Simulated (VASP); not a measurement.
Here is a VASP 6.6.1 calculation.

POSCAR

```
Ba2CBrO6
1.0
    0.0000000000      4.0848820000      4.0848820000
    4.0848820000      0.0000000000      4.0848820000
    4.0848820000      4.0848820000      0.0000000000
Br O C Ba
1 6 1 2
Direct
    0.5000000000      0.5000000000      0.5000000000
    0.7650000000      0.2350000000      0.2350000000
    0.2350000000      0.7650000000      0.2350000000
    0.2350000000      0.7650000000      0.7650000000
    0.7650000000      0.2350000000      0.7650000000
    0.2350000000      0.2350000000      0.7650000000
    0.7650000000      0.7650000000      0.2350000000
    0.0000000000      0.0000000000      0.0000000000
    0.2500000000      0.2500000000      0.2500000000
    0.7500000000      0.7500000000      0.7500000000
```

Contents of INCAR.step1:

```
SYSTEM = Ba2CBrO6
PREC = Accurate
ENCUT = 520
ISMEAR = -1
SIGMA = 0.1
LREAL = .False.
LASPH = .True.
NELM = 100
NBANDS = 44
GGA = PE
ALGO = Normal
EDIFF = 1E-4
LWAVE = .True.
LCHARG = .False.
```

The input INCAR.step2:

```
SYSTEM = Ba2CBrO6
PREC = Accurate
ENCUT = 520
EDIFF = 1E-7
ISMEAR = -1
SIGMA = 0.1
LREAL = .False.
LASPH = .True.
NELM = 100
ALGO = Normal
ISIF = 2
LWAVE = .False.
LCHARG = .False.
METAGGA = R2SCAN
LMIXTAU = .True.
NBANDS = 44
ISTART = 1
```

The input KPOINTS:

```
regular mesh
0
Gamma
  6 6 6
  0 0 0
```

Potentials or basis: VASP PAW PBE potentials, release 64 (Br, O, C, Ba_sv).

The run is started by

```sh
$ cat potpaw_PBE.64/Br/POTCAR potpaw_PBE.64/O/POTCAR potpaw_PBE.64/C/POTCAR potpaw_PBE.64/Ba_sv/POTCAR > POTCAR
$ cp INCAR.step1 INCAR
$ mpirun -np 1 vasp_std > vasp.out
$ cp INCAR.step2 INCAR
$ mpirun -np 1 vasp_std > vasp.out
```

(1) What does it give for the largest force?

(2) Estimate the pressure.

Answers

(1) 0.418 eV/Å.

(2) -8.8 GPa.

Caveat: the PAW data sets were made with another functional, which shifts forces and pressure a little; an odd number of electrons without spin polarisation forces a metal; a magnetic or distorted state may lie lower.
